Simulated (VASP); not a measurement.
# LiAl5B (P4/mmm) in VASP: a series of runs, part 2 of 2

VASP 6.6.1. Earlier steps stand in the parts before.

## Step 4: Relaxation of cell and atoms, PBE

This run uses another cell than the first one, of 14.96 Å³/atom.

File INCAR:

```
ALGO     = Fast           # electronic algorithm
EDIFF    = 1E-7           # SCF threshold, eV
EDIFFG   = -0.01          # ionic threshold
ENCUT    = 600            # plane-wave cutoff, eV
GGA      = PE             # functional
IBRION   = 2              # ionic algorithm
ISIF     = 3              # what is computed and relaxed
ISMEAR   = 0              # smearing method
LASPH    = T              # aspherical terms in the spheres
LCHARG   = F              # write CHGCAR
LREAL    = F              # projectors in reciprocal space
LWAVE    = F              # write WAVECAR
NELM     = 60             # most SCF steps
NSW      = 100            # ionic steps
PREC     = Accurate       # precision mode
SIGMA    = 0.1            # smearing width, eV
```

File KPOINTS:

```
k-points
0
Gamma
  10 10 6
```

File POSCAR:

```
LiAl5B
1.0
    3.9074890023      0.0000000000      0.0000000000
    0.0000000000      3.9074890023      0.0000000000
    0.0000000000      0.0000000000      6.8574283620
Li Al B
1 5 1
Direct
    0.0000000000      0.0000000000      0.0000000000
    0.5000000000      0.5000000000      0.0000000000
    0.5000000000      0.0000000000      0.3010761357
    0.0000000000      0.5000000000      0.3010761357
    0.5000000000      0.0000000000      0.6989238643
    0.0000000000      0.5000000000      0.6989238643
    0.0000000000      0.0000000000      0.5000000000
```

Potentials or basis: VASP PAW PBE potentials, release 64 (Li_sv, Al, B).

Command:

```
> cat potpaw_PBE.64/Li_sv/POTCAR potpaw_PBE.64/Al/POTCAR potpaw_PBE.64/B/POTCAR > POTCAR
> mpirun -np 1 vasp_std > vasp.out
```

OUTCAR:

```text
EDIFF = 1E-7
   EDIFFG = -0.01
   ENCUT = 600
   GGA = PE
   IBRION = 2
   ISIF = 3
   ISMEAR = 0
   LASPH = T
   LREAL = F
   NELM = 60
   NSW = 100
   PREC = Accurate

 ion  position               nearest neighbor table
   1  0.000  0.000  0.000-   2 2.76   2 2.76   2 2.76   2 2.76   6 2.84   3 2.84   4 2.84   6 2.84
                             4 2.84   3 2.84   5 2.84   5 2.84
   2  0.500  0.500  0.000-   1 2.76   1 2.76   1 2.76   1 2.76   6 2.84   3 2.84   3 2.84   5 2.84
                             4 2.84   4 2.84   6 2.84   5 2.84
   3  0.500  0.000  0.301-   7 2.38   7 2.38   5 2.73   4 2.76   4 2.76   4 2.76   4 2.76   1 2.84
                             1 2.84   2 2.84   2 2.84
   4  0.000  0.500  0.301-   7 2.38   7 2.38   6 2.73   3 2.76   3 2.76   3 2.76   3 2.76   1 2.84
                             2 2.84   1 2.84   2 2.84
   5  0.500  0.000  0.699-   7 2.38   7 2.38   3 2.73   6 2.76   6 2.76   6 2.76   6 2.76   1 2.84
                             1 2.84   2 2.84   2 2.84
   6  0.000  0.500  0.699-   7 2.38   7 2.38   4 2.73   5 2.76   5 2.76   5 2.76   5 2.76   1 2.84
                             2 2.84   1 2.84   2 2.84
   7  0.000  0.000  0.500-   3 2.38   4 2.38   5 2.38   6 2.38   4 2.38   6 2.38   3 2.38   5 2.38

  LATTYP: Found a simple tetragonal cell.
 ALAT       =     3.9074890023
 C/A-ratio  =     1.7549450192

  Lattice vectors:

 A1 = (   3.9074890023,   0.0000000000,   0.0000000000)
 A2 = (   0.0000000000,   3.9074890023,   0.0000000000)
 A3 = (   0.0000000000,   0.0000000000,   6.8574283620)

Analysis of symmetry for initial positions (statically):
=====================================================================
 Subroutine PRICEL returns:
 Original cell was already a primitive cell.

 Routine SETGRP: Setting up the symmetry group for a
[... 224 lines left out ...]
 E-fermi :   7.0438     XC(G=0):  -9.9992

 val. band max:        7.0120905968   @ k =   0.1000   0.0000   0.0000
 cond. band min:       7.0602242921   @ k =   0.4000   0.0000   0.3333
 fundamental gap:      0.0481336953
 Fermi energy:         7.0437671324

 k-point     1 :       0.0000    0.0000    0.0000
  band No.  band energies     occupation
      1     -39.0116      2.00000
      2      -4.3756      2.00000
      3      -1.3154      2.00000
      4      -0.5337      2.00000
      5       3.8420      2.00000
      6       3.8420      2.00000
      7       5.6375      2.00000
      8       6.1220      2.00000
      9       6.3566      2.00000
     10       7.3726      0.00000
     11       7.3726      0.00000
     12       7.4547      0.00000
     13       7.4547      0.00000
     14       8.3980      0.00000
[... 636 lines left out ...]
--------------------------------------- Ionic step        8  -------------------------------------------

 number of electron      20.9999999 magnetization

 Free energy of the ion-electron system (eV)
  ---------------------------------------------------
  ext. energy  EPLUGINS =         0.00000000
  ---------------------------------------------------
  free energy    TOTEN  =       -26.45733133 eV

  energy without entropy =      -26.44430210  energy(sigma->0) =      -26.45081671

 E-fermi :   7.0331     XC(G=0): -10.0097

 val. band max:        7.0321419471   @ k =   0.2000   0.0000   0.5000
 cond. band min:       7.0390631310   @ k =   0.4000   0.3000   0.3333
 fundamental gap:      0.0069211838
 Fermi energy:         7.0331474764

 k-point     1 :       0.0000    0.0000    0.0000
  band No.  band energies     occupation
      1     -38.9745      2.00000
      2      -4.3239      2.00000
      3      -1.3940      2.00000
      4      -0.5693      2.00000
      5       3.9923      2.00000
      6       3.9923      2.00000
      7       5.5419      2.00000
      8       6.3564      2.00000
      9       6.4532      2.00000
     10       7.4181      0.00000
     11       7.4181      0.00000
     12       7.4621      0.00000
     13       7.4621      0.00000
     14       8.2701      0.00000
[... 425 lines left out ...]
  FREE ENERGIE OF THE ION-ELECTRON SYSTEM (eV)
  ---------------------------------------------------
  free  energy   TOTEN  =       -26.4573313323 eV

  energy  without entropy=      -26.4443020957  energy(sigma->0) =      -26.45081671

 reached required accuracy - stopping structural energy minimisation
```

Run time: 9 min. Hardware: 1 thread of Intel Xeon 6975P-C (Granite Rapids), shared host; peak memory 0.35 GiB.

Results:

```
Free energy                           : -26.4573 eV
Relaxed volume                        : 14.88 Å³/atom
Relaxed cell                          : a = 3.862 Å, b = 3.862 Å, c = 6.987 Å, α = 90.00°, β = 90.00°, γ = 90.00°
Space group after relaxing (to 0.1 Å) : P4/mmm (No. 123)
Energy gained by relaxing             : 6.8 meV/atom
Ionic steps                           : 8
Pressure after relaxing               : 0.0 GPa
Largest force after relaxing          : 0.004 eV/Å
Band gap on the k mesh                : zero (an odd number of electrons rules out a gap without spin polarisation)
```

Forces in eV/Å, atoms in the order of the input:
```
Li   0.000  0.000  0.000
Al   0.000  0.000  0.000
Al   0.000  0.000  0.004
Al   0.000  0.000  0.004
Al   0.000  0.000 -0.004
Al   0.000  0.000 -0.004
B    0.000  0.000  0.000
```

Step by step:
```
step  energy change (eV)  largest force (eV/Å)  pressure (GPa)  volume (Å³)
   1              0.0000                0.3750           -0.15       104.70
   2             -0.0370                0.1710           -0.17       104.48
   3             -0.0468                0.0115           -0.09       104.30
   4             -0.0471                0.0124           -0.07       104.27
   5             -0.0471                0.0195           -0.06       104.26
   6             -0.0472                0.0145            0.02       104.16
   7             -0.0472                0.0112            0.08       104.09
   8             -0.0473                0.0044            0.02       104.19
```

Final structure:
```xyz
7
Lattice="3.8615 0.0000 0.0000 0.0000 3.8615 0.0000 0.0000 0.0000 6.9870" Properties=species:S:1:pos:R:3 pbc="T T T"
Li    3.8615    3.8615    0.0000
Al    1.9308    1.9308    0.0000
Al    1.9308    3.8615    2.0716
Al    0.0000    1.9308    2.0716
Al    1.9308    3.8615    4.9154
Al    0.0000    1.9308    4.9154
B     3.8615    3.8615    3.4935
```

Levels at points of the mesh, in eV from the Fermi level:
```
           k point  band 8  band 9  band 10  band 11  band 12  band 13
(0.00, 0.00, 0.00)   -0.68   -0.58     0.38     0.38     0.43     0.43
(0.50, 0.00, 0.00)   -2.01    0.49     0.52     1.17     1.23     2.60
(0.50, 0.50, 0.00)   -3.52   -3.52    -3.12    -3.12    -1.58    -0.79
(0.00, 0.00, 0.50)   -0.98   -0.98    -0.34    -0.21     0.64     1.25
(0.50, 0.00, 0.50)   -2.31   -1.96    -1.35     1.03     1.22     1.34
(0.50, 0.50, 0.50)   -4.76   -4.61    -0.41    -0.41    -0.02     0.90
```

Caveat: the cutoff is under 1.25 times the usual one of these potentials, so pressure, stress and relaxed cells hold a basis-set (Pulay) error.

## Step 5: Summary

```csv
task,cell,k mesh,cutoff (eV),gap on the mesh (eV)
single point,"a = 3.854, b = 3.854, c = 6.241 Å, 7 atoms, atomic positions A",4 × 4 × 4,520,none
single point,"a = 3.862, b = 3.862, c = 6.992 Å, 7 atoms, atomic positions B",10 × 10 × 6,520,none
relaxation of cell and atoms,"relaxed from a = 3.907, b = 3.907, c = 6.857 Å, 7 atoms, atomic positions A",10 × 10 × 6,600,none
```

Alike in all rows: level PBE; potentials or basis VASP PAW PBE potentials, release 64 (Li_sv, Al, B); no spin polarisation; smearing gaussian 0.1 eV.

Caveats: some runs use coarse meshes; the cutoff is under 1.25 times the usual one of these potentials, so pressure, stress and relaxed cells hold a basis-set (Pulay) error.

Absolute energies hang on the potentials; compare differences alone.
